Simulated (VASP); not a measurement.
# Si7Ge (P-42m) in VASP: notebook, part 2 of 2

VASP 6.6.1. Earlier steps stand in the parts before.

### Step 3. Single point, r2SCAN (mode 14 (415.5 1/cm) frozen in, largest displacement +0.225 Å)

Contents of POSCAR:

```
Si7Ge
1.0
    5.4679684304      0.0000000000      0.0000000000
    0.0000000000      5.4679684304      0.0000000000
    0.0000000000      0.0000000000      5.4679684304
Si Ge
7 1
Direct
    0.2692296601      0.2692296601      0.2188329544
    0.0000000000      0.5000000000      0.5000000000
    0.5000000000      0.5000000000      0.0000000000
    0.5000000000      0.0000000000      0.5000000000
    0.7307703399      0.2692296601      0.7811670456
    0.7307703399      0.7307703399      0.2188329544
    0.2692296601      0.7307703399      0.7811670456
    0.0000000000      0.0000000000      0.0000000000
```

Contents of INCAR.step1:

```
SYSTEM = Si7Ge
PREC = Accurate
ENCUT = 520
ISMEAR = 0
SIGMA = 0.05
LREAL = .False.
LASPH = .True.
NELM = 100
NBANDS = 31
GGA = PE
ALGO = Normal
EDIFF = 1E-4
LWAVE = .True.
LCHARG = .False.
```

Contents of INCAR.step2:

```
SYSTEM = Si7Ge
PREC = Accurate
ENCUT = 520
EDIFF = 1E-7
ISMEAR = 0
SIGMA = 0.05
LREAL = .False.
LASPH = .True.
NELM = 100
ALGO = Normal
ISIF = 2
LWAVE = .False.
LCHARG = .False.
METAGGA = R2SCAN
LMIXTAU = .True.
NBANDS = 31
ISTART = 1
```

Contents of KPOINTS:

```
regular mesh
0
Gamma
  6 6 6
  0 0 0
```

Potentials or basis: VASP PAW PBE potentials, release 64 (Si, Ge_d).

On the command line:

```
cat potpaw_PBE.64/Si/POTCAR potpaw_PBE.64/Ge_d/POTCAR > POTCAR
cp INCAR.step1 INCAR
mpirun -np 1 vasp_std > vasp.out
cp INCAR.step2 INCAR
mpirun -np 1 vasp_std > vasp.out
```

It took 6 min on 1 thread of Intel Xeon 6975P-C (Granite Rapids), shared host; peak memory 0.38 GiB.

The run converged. Its results:

- Free energy: -73.2714 eV
- Pressure: 2.7 GPa
- Largest force: 4.665 eV/Å
- Band gap on the k mesh: 0.12 eV, direct

Forces in eV/Å, atoms in the order of the input:
```
Si  -2.167 -2.167  3.516
Si   0.000  0.000  0.000
Si   0.000  0.000  0.000
Si   0.000  0.000  0.000
Si   2.167 -2.167 -3.516
Si   2.167  2.167  3.516
Si  -2.167  2.167 -3.516
Ge   0.000  0.000  0.000
```

Stress tensor (GPa, compression positive):
```
3.34 0.00 0.00
0.00 3.34 0.00
0.00 0.00 1.36
```

Levels at points of the mesh, in eV from the valence-band top:
```
           k point  band 18  band 19  band 20  band 21  band 22  band 23  band 24  band 25
(0.00, 0.00, 0.00)    -2.70    -0.07     0.00     0.00     0.12     0.30     0.99     1.04
(0.50, 0.00, 0.00)    -2.24    -2.13    -1.48    -1.42     1.05     1.35     2.96     3.28
(0.00, 0.00, 0.50)    -2.58    -2.58    -1.25    -1.25     0.96     1.25     3.06     3.62
(0.50, 0.50, 0.00)    -2.01    -2.01    -1.22    -0.47     1.89     2.08     3.09     3.09
(0.00, 0.50, 0.50)    -1.80    -1.57    -1.48    -0.52     2.01     2.20     2.92     3.17
(0.50, 0.50, 0.50)    -1.14    -0.83    -0.56    -0.54     1.15     1.53     1.53     1.67
```

Caveat: the cell differs from its parent crystal (mode 14 (415.5 1/cm) frozen in, largest displacement +0.225 Å); the PAW data sets were made with another functional, which shifts forces and pressure a little. A k mesh can miss the band edges.

### Step 4. Single point, r2SCAN (mode 14 (415.5 1/cm) frozen in, largest displacement -0.150 Å)

Contents of POSCAR:

```
Si7Ge
1.0
    5.4679684304      0.0000000000      0.0000000000
    0.0000000000      5.4679684304      0.0000000000
    0.0000000000      0.0000000000      5.4679684304
Si Ge
7 1
Direct
    0.2412314903      0.2412314903      0.2748292941
    0.0000000000      0.5000000000      0.5000000000
    0.5000000000      0.5000000000      0.0000000000
    0.5000000000      0.0000000000      0.5000000000
    0.7587685097      0.2412314903      0.7251707059
    0.7587685097      0.7587685097      0.2748292941
    0.2412314903      0.7587685097      0.7251707059
    0.0000000000      0.0000000000      0.0000000000
```

Contents of INCAR.step1:

```
SYSTEM = Si7Ge
ALGO = Normal ; EDIFF = 1E-4
ENCUT = 520 ; GGA = PE
ISMEAR = 0 ; LASPH = .True.
LCHARG = .False. ; LREAL = .False.
LWAVE = .True. ; NBANDS = 31
NELM = 60 ; PREC = Accurate
SIGMA = 0.05
```

Contents of INCAR.step2:

```
SYSTEM = Si7Ge
ALGO = Normal ; EDIFF = 1E-6
ENCUT = 520 ; ISIF = 2
ISMEAR = 0 ; ISTART = 1
LASPH = .True. ; LCHARG = .False.
LMIXTAU = .True. ; LREAL = .False.
LWAVE = .False. ; METAGGA = R2SCAN
NBANDS = 31 ; NELM = 60
PREC = Accurate ; SIGMA = 0.05
```

Contents of KPOINTS:

```
k-points
0
Gamma
  6 6 6
  0 0 0
```

On the command line:

```
cat potpaw_PBE.64/Si/POTCAR potpaw_PBE.64/Ge_d/POTCAR > POTCAR
cp INCAR.step1 INCAR
mpirun -np 1 vasp_std > vasp.out
cp INCAR.step2 INCAR
mpirun -np 1 vasp_std > vasp.out
```

It took 5.5 min on 1 thread of Intel Xeon 6975P-C (Granite Rapids), shared host; peak memory 0.38 GiB.

The run converged. Its results:

```yaml
Free_energy: -74.5177 eV
Pressure: 0.8 GPa
Largest_force: 2.371 eV/Å
Band_gap_on_the_k_mesh: zero (filled and empty bands touch)
```

Forces in eV/Å, atoms in the order of the input:
```
Si   0.892  0.892 -2.008
Si   0.000  0.000  0.000
Si   0.000  0.000  0.000
Si   0.000  0.000  0.000
Si  -0.892  0.892  2.008
Si  -0.892 -0.892 -2.008
Si   0.892 -0.892  2.008
Ge   0.000  0.000  0.000
```

Stress tensor (GPa, compression positive):
```
 1.17  0.00  0.00
 0.00  1.17  0.00
 0.00  0.00 -0.02
```

Levels at points of the mesh, in eV from the Fermi level:
| k point | band 17 | band 18 | band 19 | band 20 | band 21 | band 22 | band 23 | band 24 | band 25 | band 26 |
| --- | --- | --- | --- | --- | --- | --- | --- | --- | --- | --- |
| (0.00, 0.00, 0.00) | -3.12 | -2.96 | -0.27 | -0.11 | 0.00 | 0.00 | 0.81 | 0.83 | 0.85 | 0.85 |
| (0.50, 0.00, 0.00) | -3.44 | -2.33 | -2.21 | -1.84 | -1.75 | 1.16 | 1.19 | 2.92 | 3.02 | 4.19 |
| (0.00, 0.00, 0.50) | -3.49 | -2.73 | -2.73 | -1.54 | -1.54 | 0.78 | 1.32 | 3.20 | 3.66 | 4.11 |
| (0.50, 0.50, 0.00) | -3.77 | -2.31 | -1.95 | -1.05 | -1.05 | 2.04 | 2.04 | 2.84 | 3.14 | 4.77 |
| (0.00, 0.50, 0.50) | -3.75 | -2.05 | -1.49 | -1.35 | -1.15 | 2.30 | 2.42 | 2.49 | 2.67 | 4.59 |
| (0.50, 0.50, 0.50) | -1.36 | -1.36 | -1.12 | -0.83 | -0.83 | 1.13 | 1.47 | 1.62 | 1.62 | 3.08 |

Caveat: the cell differs from its parent crystal (mode 14 (415.5 1/cm) frozen in, largest displacement -0.150 Å); the PAW data sets were made with another functional, which shifts forces and pressure a little.

### Step 5. Single point, r2SCAN (mode 14 (415.5 1/cm) frozen in, largest displacement +0.300 Å)

Contents of POSCAR:

```
Si7Ge
1.0
    5.4679684304      0.0000000000      0.0000000000
    0.0000000000      5.4679684304      0.0000000000
    0.0000000000      0.0000000000      5.4679684304
Si Ge
7 1
Direct
    0.2748292941      0.2748292941      0.2076336864
    0.0000000000      0.5000000000      0.5000000000
    0.5000000000      0.5000000000      0.0000000000
    0.5000000000      0.0000000000      0.5000000000
    0.7251707059      0.2748292941      0.7923663136
    0.7251707059      0.7251707059      0.2076336864
    0.2748292941      0.7251707059      0.7923663136
    0.0000000000      0.0000000000      0.0000000000
```

INCAR.step1: that of step 4 with these lines changed.

```diff
@@ -6,3 +6,3 @@
 LWAVE = .True. ; NBANDS = 31
-NELM = 60 ; PREC = Accurate
+NELM = 100 ; PREC = Accurate
 SIGMA = 0.05
```

INCAR.step2: that of step 4 with these lines changed.

```diff
@@ -7,3 +7,3 @@
 LWAVE = .False. ; METAGGA = R2SCAN
-NBANDS = 31 ; NELM = 60
+NBANDS = 31 ; NELM = 100
 PREC = Accurate ; SIGMA = 0.05
```

KPOINTS is that of step 4.

On the command line:

```
cat potpaw_PBE.64/Si/POTCAR potpaw_PBE.64/Ge_d/POTCAR > POTCAR
cp INCAR.step1 INCAR
mpirun -np 1 vasp_std > vasp.out
cp INCAR.step2 INCAR
mpirun -np 1 vasp_std > vasp.out
```

Wall time 18 min (1 thread of Oxide Virtual Turin-like, shared host); peak memory 0.35 GiB.

The run converged. Its results:

```yaml
Free_energy: -71.6080 eV
Pressure: 5.1 GPa
Largest_force: 6.554 eV/Å
Band_gap_on_the_k_mesh: zero (band 21 reaches 5.60 eV, above the bottom of band 22 at 5.53 eV)
```

Forces on the atoms (eV/Å):
```
Si  -3.194 -3.194  4.750
Si   0.000  0.000  0.000
Si   0.000  0.000  0.000
Si   0.000  0.000  0.000
Si   3.194 -3.194 -4.750
Si   3.194  3.194  4.750
Si  -3.194  3.194 -4.750
Ge   0.000  0.000  0.000
```

Stress tensor (GPa, compression positive):
```
6.36 0.00 0.00
0.00 6.36 0.00
0.00 0.00 2.67
```

Levels at points of the mesh, in eV from the Fermi level:
| k point | band 18 | band 19 | band 20 | band 21 | band 22 | band 23 | band 24 | band 25 |
| --- | --- | --- | --- | --- | --- | --- | --- | --- |
| (0.00, 0.00, 0.00) | -2.64 | -0.31 | -0.30 | -0.09 | -0.09 | 0.08 | 0.96 | 1.01 |
| (0.50, 0.00, 0.00) | -2.31 | -2.11 | -1.40 | -1.29 | 0.90 | 1.11 | 2.73 | 3.02 |
| (0.00, 0.00, 0.50) | -2.80 | -2.80 | -1.09 | -1.09 | 0.69 | 1.00 | 2.99 | 3.62 |
| (0.50, 0.50, 0.00) | -2.28 | -2.28 | -1.26 | -0.28 | 1.52 | 1.71 | 3.11 | 3.11 |
| (0.00, 0.50, 0.50) | -1.93 | -1.60 | -1.58 | -0.34 | 1.68 | 1.91 | 2.87 | 3.16 |
| (0.50, 0.50, 0.50) | -1.16 | -0.71 | -0.51 | -0.50 | 0.93 | 1.29 | 1.29 | 1.43 |

Caveat: the cell differs from its parent crystal (mode 14 (415.5 1/cm) frozen in, largest displacement +0.300 Å); the PAW data sets were made with another functional, which shifts forces and pressure a little.

### Step 6. Single point, r2SCAN (mode 14 (415.5 1/cm) frozen in, largest displacement -0.225 Å)

Contents of POSCAR:

```
Si7Ge
1.0
    5.4679684304      0.0000000000      0.0000000000
    0.0000000000      5.4679684304      0.0000000000
    0.0000000000      0.0000000000      5.4679684304
Si Ge
7 1
Direct
    0.2356318563      0.2356318563      0.2860285620
    0.0000000000      0.5000000000      0.5000000000
    0.5000000000      0.5000000000      0.0000000000
    0.5000000000      0.0000000000      0.5000000000
    0.7643681437      0.2356318563      0.7139714380
    0.7643681437      0.7643681437      0.2860285620
    0.2356318563      0.7643681437      0.7139714380
    0.0000000000      0.0000000000      0.0000000000
```

Contents of INCAR.step1:

```
  ALGO = Normal
  EDIFF = 1E-4
  ENCUT = 520
  GGA = PE
  ISMEAR = 0
  LASPH = T
  LCHARG = F
  LREAL = F
  LWAVE = T
  NBANDS = 31
  NELM = 60
  PREC = Accurate
  SIGMA = 0.05
```

Contents of INCAR.step2:

```
  ALGO = Normal
  EDIFF = 1E-6
  ENCUT = 520
  ISIF = 2
  ISMEAR = 0
  ISTART = 1
  LASPH = T
  LCHARG = T
  LELF = T
  LMIXTAU = T
  LREAL = F
  LVHAR = T
  LWAVE = F
  METAGGA = R2SCAN
  NBANDS = 31
  NELM = 60
  PREC = Accurate
  SIGMA = 0.05
```

Contents of KPOINTS:

```
k-points
0
Gamma
  6 6 6
```

Potentials or basis: VASP PAW PBE potentials, release 64 (Si, Ge_d).

On the command line:

```
cat potpaw_PBE.64/Si/POTCAR potpaw_PBE.64/Ge_d/POTCAR > POTCAR
cp INCAR.step1 INCAR
mpirun -np 1 vasp_std > vasp.out
cp INCAR.step2 INCAR
mpirun -np 1 vasp_std > vasp.out
```

Wall time 16 min (1 thread of Oxide Virtual Turin-like, shared host); peak memory 0.35 GiB.

Results (log left out):

| Item | Value |
| --- | --- |
| Free energy | -73.6650 eV |
| Pressure | 1.8 GPa |
| Largest force | 3.266 eV/Å |
| Band gap on the k mesh | zero (band 21 reaches 5.80 eV, above the bottom of band 22 at 5.59 eV) |

Forces on the atoms (eV/Å):
```
Si   1.159  1.159 -2.825
Si   0.000  0.000  0.000
Si   0.000  0.000  0.000
Si   0.000  0.000  0.000
Si  -1.159  1.159  2.825
Si  -1.159 -1.159 -2.825
Si   1.159 -1.159  2.825
Ge   0.000  0.000  0.000
```

Stress tensor (GPa, compression positive):
```
2.54 0.00 0.00
0.00 2.54 0.00
0.00 0.00 0.23
```

Levels at points of the mesh, in eV from the Fermi level:
```csv
k point,band 19,band 20,band 21,band 22,band 23,band 24
"(0.00, 0.00, 0.00)",-0.56,-0.32,0.15,0.15,0.86,0.86
"(0.50, 0.00, 0.00)",-2.17,-1.59,-1.44,1.13,1.22,2.69
"(0.00, 0.00, 0.50)",-2.93,-1.24,-1.24,0.62,1.28,3.19
"(0.50, 0.50, 0.00)",-2.04,-0.83,-0.83,1.85,1.85,2.84
"(0.00, 0.50, 0.50)",-1.33,-1.24,-0.89,2.19,2.30,2.39
"(0.50, 0.50, 0.50)",-0.85,-0.55,-0.55,1.09,1.31,1.56
```

Caveat: the cell differs from its parent crystal (mode 14 (415.5 1/cm) frozen in, largest displacement -0.225 Å); the PAW data sets were made with another functional, which shifts forces and pressure a little.
